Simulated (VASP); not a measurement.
ZrS2, 3 atoms in the cell. The structure is trigonal, space group P-3m1 (No. 164). The conventional cell has a = 3.638 Å, b = 3.638 Å, c = 5.886 Å, α = 90.00°, β = 90.00°, γ = 120.00°. Zr (site symmetry -3m) has 6 S at 2.56 Å within 3.4 Å. S (site symmetry 3m) has 3 Zr at 2.56 Å within 3.4 Å.  This cell differs from its parent crystal: epitaxial xy strain -1.0%.

| Item | Value |
| --- | --- |
| Program | VASP 6.6.1 |
| Task | single point |
| Functional | HSE06 |
| Potentials or basis | VASP PAW PBE potentials, release 64 (Zr_sv, S) |
| Cutoff | 400 eV |
| k mesh | 6 × 6 × 4 |
| Occupations | gaussian, width 0.01 eV |
| Spin | no spin polarisation |
| Dipole correction | no |
| Grid for exact exchange (PRECFOCK) | Normal |
| Further INCAR settings | ALGO = Normal; EDIFF = 1e-06; NBANDS = 19 |
| Share of exact exchange | 0.25 |
| Screening parameter | 0.2079 1/Å |

Potentials or basis: VASP PAW PBE potentials, release 64 (Zr_sv, S).

The run is started by

```console
$ cat potpaw_PBE.64/Zr_sv/POTCAR potpaw_PBE.64/S/POTCAR > POTCAR
$ cp INCAR.step1 INCAR
$ mpirun -np 1 vasp_std > vasp.out
$ cp INCAR.step2 INCAR
$ mpirun -np 1 vasp_std > vasp.out
```

Hardware: 1 thread of Intel(R) Xeon(R) Platinum 8259CL CPU @ 2.50GHz (Skylake/Cascade Lake), on a shared host.

Question: How long does it take, and how much memory?

Answer: Run time: 50 min on 1 thread of Intel(R) Xeon(R) Platinum 8259CL CPU @ 2.50GHz (Skylake/Cascade Lake), with other jobs on the host, peak memory 0.28 GiB. Counts: k points 24.
